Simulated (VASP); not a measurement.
Input of a VASP 6.6.1 run:

The input INCAR:

```
SYSTEM = Sb2W
  PREC = Accurate
  ENCUT = 520
  EDIFF = 1E-8
  ISMEAR = -1
  SIGMA = 0.08
  LREAL = .False.
  LASPH = .True.
  NELM = 60
  ALGO = Normal
  ISIF = 2
  LWAVE = .False.
  LCHARG = .False.
  GGA = PE
  LEFG = .True.
  NBANDS = 19
```

The input KPOINTS:

```
regular mesh
0
Gamma
  10 10 10
  0 0 0
```

POSCAR

```
Sb2W
1.0
    0.0000000000      3.3115767038      3.3115767038
    3.3115767038      0.0000000000      3.3115767038
    3.3115767038      3.3115767038      0.0000000000
W Sb
1 2
Direct
    0.0000000000      0.0000000000      0.0000000000
    0.2500000000      0.2500000000      0.2500000000
    0.7500000000      0.7500000000      0.7500000000
```

Potentials or basis: VASP PAW PBE potentials, release 64 (W_sv, Sb).

Launch:

```bash
$ cat potpaw_PBE.64/W_sv/POTCAR potpaw_PBE.64/Sb/POTCAR > POTCAR
$ mpirun -np 1 vasp_std > vasp.out
```

(1) Estimate the band gap on the k mesh.

(2) Predict the pressure.

Answers

(1) zero (bands 12 and 13 overlap by 1.99 eV).

(2) -0.1 GPa.

Caveat: spin-orbit coupling is left out, which moves the levels of the heavy elements.
